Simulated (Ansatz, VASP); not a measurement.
## Two plane-wave programs on ZnS

```xyz
8
Lattice="3.7419 0.0000 0.0000 -1.8709 3.2405 0.0000 0.0000 0.0000 12.2587" Properties=species:S:1:pos:R:3 pbc="T T T"
Zn    0.0008   -0.0132   -0.0109
Zn    0.0008   -0.0132    6.1184
Zn    0.0008    2.1471    3.0521
Zn    1.8717    1.0670    9.1815
S     0.0008   -0.0132    2.2814
S    -0.0053    0.0926    8.5169
S     0.0008    2.1471    5.3506
S     1.8717    1.0670   11.4800
```

Change from the starting cell: atom 6 moved 0.15 Å.

Alike in both runs: task single point; functional LDA; k mesh 6 × 6 × 2; occupations gaussian, width 0.05 eV; no spin polarisation.

|  | VASP | Ansatz |
| --- | --- | --- |
| version | VASP 6.6.1 | Ansatz 0.2.0 |
| potentials or method | VASP PAW LDA potentials, release 64 (Zn, S), cutoff 520 eV | scalar-relativistic, plane waves, PAW |
| valence electrons in the cell | 72 | 72 |

VASP gave:

```
gap on the k mesh at the Fermi level (eV)                     : 2.16
least direct gap on the mesh (eV)                             : 2.16
pressure (GPa)                                                : 0.5
traceless stress, the component that is largest in VASP (GPa) : 1.23
rms of the force components (eV/Å)                            : 0.343
```

**Question.** Estimate Ansatz's values.

**Answer.** gap on the k mesh at the Fermi level (eV): 2.13; least direct gap on the mesh (eV): 2.13; pressure (GPa): 0.3; traceless stress, the component that is largest in VASP (GPa): 1.21; rms of the force components (eV/Å): 0.340.

LDA's correlation is that of Perdew and Zunger in VASP and of Perdew and Wang (1992) in Ansatz. Atom by atom the forces differ by 0.003 eV/Å (rms over components).
